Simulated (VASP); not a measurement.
# GePt2 (P-62m) in VASP: further runs, part 2 of 2

VASP 6.6.1. Earlier steps stand in the parts before.

## (4) Single point, PBEsol (strain -0.080 along x and y, +0.080 along z)

File INCAR:

```
PREC = Accurate
ENCUT = 520
EDIFF = 1E-6
ISMEAR = 0
SIGMA = 0.15
LREAL = False
LASPH = True
NELM = 100
ALGO = Fast
ISIF = 2
LWAVE = False
LCHARG = False
GGA = PS
NBANDS = 61
```

File KPOINTS:

```
regular mesh
0
Gamma
  6 6 12
```

File POSCAR:

```
GePt2
1.0
    6.2198672515      0.0000000000      0.0000000000
   -3.1099336258      5.3865630480      0.0000000000
    0.0000000000      0.0000000000      3.7353726680
Ge Pt
3 6
Direct
    0.6666666667      0.3333333333      0.0000000000
    0.3333333333      0.6666666667      0.0000000000
    0.0000000000      0.0000000000      0.5000000000
    0.6229372130      0.0000000000      0.5000000000
    0.3770627870      0.3770627870      0.5000000000
    0.0000000000      0.6229372130      0.5000000000
    0.0000000000      0.2849128412      0.0000000000
    0.7150871588      0.7150871588      0.0000000000
    0.2849128412      0.0000000000      0.0000000000
```

Potentials or basis: VASP PAW PBE potentials, release 64 (Ge_d, Pt).

Started as:

```bash
$ cat potpaw_PBE.64/Ge_d/POTCAR potpaw_PBE.64/Pt/POTCAR > POTCAR
$ mpirun -np 1 vasp_std > vasp.out
```

OUTCAR:

```text
PREC = Accurate
   ENCUT = 520
   EDIFF = 1E-6
   ISMEAR = 0
   LREAL = False
   LASPH = True
   NELM = 100
   ISIF = 2
   GGA = PS

 ion  position               nearest neighbor table
   1  0.667  0.333  0.000-   7 2.24   9 2.24   8 2.24   4 2.70   4 2.70   6 2.70   6 2.70   5 2.70
                             5 2.70
   2  0.333  0.667  0.000-   9 2.24   7 2.24   8 2.24   6 2.70   6 2.70   4 2.70   4 2.70   5 2.70
                             5 2.70
   3  0.000  0.000  0.500-   4 2.35   5 2.35   6 2.35   9 2.57   9 2.57   8 2.57   8 2.57   7 2.57
[... 1766 lines left out ...]
  in kB      436.8327295    436.8327295    162.0863257     -0.0000000      0.0000000      0.0000000
  external PRESSURE =     345.2505949 kB  Pullay stress =       0.0000000 kB

 VOLUME and BASIS-vectors are now :
 -----------------------------------------------------------------------------
  energy-cutoff  :      520.00
  volume of cell :      125.15
      direct lattice vectors                 reciprocal lattice vectors
     6.219867252  0.000000000  0.000000000     0.160775135  0.092823568  0.000000000
    -3.109933626  5.386563048  0.000000000     0.000000000  0.185647135  0.000000000
     0.000000000  0.000000000  3.735372668     0.000000000  0.000000000  0.267710906

 POSITION                                       TOTAL-FORCE (eV/Angst)
 -----------------------------------------------------------------------------------
      3.10993      1.79552      0.00000        -0.000000      0.000000      0.000000
     -0.00000      3.59104      0.00000        -0.000000      0.000000      0.000000
      0.00000      0.00000      1.86769        -0.000000      0.000000      0.000000
      3.87459      0.00000      1.86769        -1.013417      0.000000      0.000000
      1.17264      2.03107      1.86769         0.506709      0.877645      0.000000
     -1.93729      3.35549      1.86769         0.506709     -0.877645      0.000000
     -0.88606      1.53470      0.00000         1.277155     -2.212097      0.000000
      2.22387      3.85186      0.00000         1.277155      2.212097      0.000000
      1.77212      0.00000      0.00000        -2.554310      0.000000      0.000000
 -----------------------------------------------------------------------------------
    total drift:                               -0.000000     -0.000001      0.000000

  FREE ENERGIE OF THE ION-ELECTRON SYSTEM (eV)
  ---------------------------------------------------
  free  energy   TOTEN  =       -57.8226847423 eV

  energy  without entropy=      -57.8063826925  energy(sigma->0) =      -57.81453372
```

OSZICAR:

```text
N       E                     dE             d eps       ncg     rms          rms(c)
DAV:   1     0.134147690393E+04    0.13415E+04   -0.44996E+04  8407   0.400E+03
DAV:   2     0.194827622586E+03   -0.11466E+04   -0.10985E+04  6018   0.112E+03
DAV:   3    -0.420240213503E+02   -0.23685E+03   -0.22492E+03  6380   0.241E+02
DAV:   4    -0.602174698828E+02   -0.18193E+02   -0.17781E+02  7012   0.781E+01
DAV:   5    -0.607606127932E+02   -0.54314E+00   -0.54109E+00  6739   0.136E+01    0.372E+01
RMM:   6    -0.581379471676E+02    0.26227E+01   -0.69790E+00  8117   0.108E+01    0.179E+01
RMM:   7    -0.578657889951E+02    0.27216E+00   -0.11837E+00  8403   0.504E+00    0.582E+00
RMM:   8    -0.578317035140E+02    0.34085E-01   -0.24711E-01  8398   0.218E+00    0.987E-01
RMM:   9    -0.578225178624E+02    0.91857E-02   -0.52775E-02  8859   0.114E+00    0.367E-01
RMM:  10    -0.578224426501E+02    0.75212E-04   -0.14130E-02  8614   0.657E-01    0.202E-01
RMM:  11    -0.578226854920E+02   -0.24284E-03   -0.37710E-03  9047   0.274E-01    0.900E-02
RMM:  12    -0.578226608756E+02    0.24616E-04   -0.89451E-04  8802   0.130E-01    0.337E-02
RMM:  13    -0.578226835758E+02   -0.22700E-04   -0.23380E-04  9285   0.496E-02    0.203E-02
RMM:  14    -0.578226836857E+02   -0.10983E-06   -0.44112E-05  8425   0.292E-02    0.212E-02
RMM:  15    -0.578226843323E+02   -0.64667E-06   -0.13704E-05  7661   0.150E-02    0.429E-03
RMM:  16    -0.578226847423E+02   -0.40993E-06   -0.42042E-06  5301   0.710E-03
   1 F= -.57822685E+02 E0= -.57814534E+02  d E =-.163020E-01
```

It took 9.4 min on 1 thread of Intel Xeon 8259CL, shared host; peak memory 0.43 GiB.

Results:

```
Free energy            : -57.8227 eV
Pressure               : 34.5 GPa
Largest force          : 2.554 eV/Å
Band gap on the k mesh : zero (bands 51 and 52 overlap by 1.53 eV)
```

Forces on the atoms (eV/Å):
```
Ge   0.000  0.000  0.000
Ge   0.000  0.000  0.000
Ge   0.000  0.000  0.000
Pt  -1.013  0.000  0.000
Pt   0.507  0.878  0.000
Pt   0.507 -0.878  0.000
Pt   1.277 -2.212  0.000
Pt   1.277  2.212  0.000
Pt  -2.554  0.000  0.000
```

Stress tensor (GPa, compression positive):
```
43.68  0.00  0.00
 0.00 43.68  0.00
 0.00  0.00 16.21
```

Caveat: the cell differs from its parent crystal (strain -0.080 along x and y, +0.080 along z); the cell stands under pressure; the PAW data sets were made with another functional, which shifts forces and pressure a little; spin-orbit coupling is left out, which moves the levels of the heavy elements.

## (5) The runs side by side

| cell | gap on the mesh (eV) | pressure (GPa) | largest force (eV/Å) |
| --- | --- | --- | --- |
| a = 6.490, b = 6.490, c = 3.182 Å, angles 90.0, 90.0, 120.0°, 9 atoms | none | 55.0 | 0.41 |
| a = 6.220, b = 6.220, c = 3.597 Å, angles 90.0, 90.0, 120.0°, 9 atoms | none | 47.2 | 2.33 |
| a = 6.220, b = 6.220, c = 3.735 Å, angles 90.0, 90.0, 120.0°, 9 atoms | none | 34.5 | 2.55 |

Alike in all rows: task single point; level PBEsol; potentials or basis VASP PAW PBE potentials, release 64 (Ge_d, Pt); no spin polarisation; k mesh 6 × 6 × 12; cutoff (eV) 520; smearing gaussian 0.15 eV.

Caveats: the cell stands under pressure; the PAW data sets were made with another functional, which shifts forces and pressure a little; spin-orbit coupling is left out, which moves the levels of the heavy elements.

Absolute energies hang on the potentials; compare differences alone.
